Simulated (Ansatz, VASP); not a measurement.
One calculation of TiAl3, two programs

```
Ti Al
1.0
     3.94800    0.00000    0.00000
     0.00000    3.94800    0.00000
     0.00000    0.00000    3.94800
Ti Al
1 3
Direct
  0.00000 0.00000 0.00000
  0.50000 0.50000 0.00000
  0.50000 0.00000 0.50000
  0.00000 0.50000 0.50000
```

Alike in both runs: functional PBEsol; k mesh 10 × 10 × 10; occupations gaussian, width 0.1 eV; no spin polarisation.

Ansatz relaxed the structure, and its values are those at the end. VASP's run is a single point on that final structure, the one shown.

|  | VASP | Ansatz |
| --- | --- | --- |
| version | VASP 6.6.1 | Ansatz 0.2.0 |
| potentials or method | VASP PAW PBE potentials, release 64 (Ti_sv, Al), cutoff 520 eV | scalar-relativistic, plane waves, PAW |
| valence electrons in the cell | 21 | 21 |

```tsv
	VASP	Ansatz	Ansatz less VASP
gap on the k mesh at the Fermi level (eV)	none	none	-
pressure (GPa)	0.1	0.0	-0.10
```

VASP's potentials were made for PBE, not for PBEsol, and Ansatz warns of the same on its side. A gap of «none» marks a metal or a gap that the smearing closes.
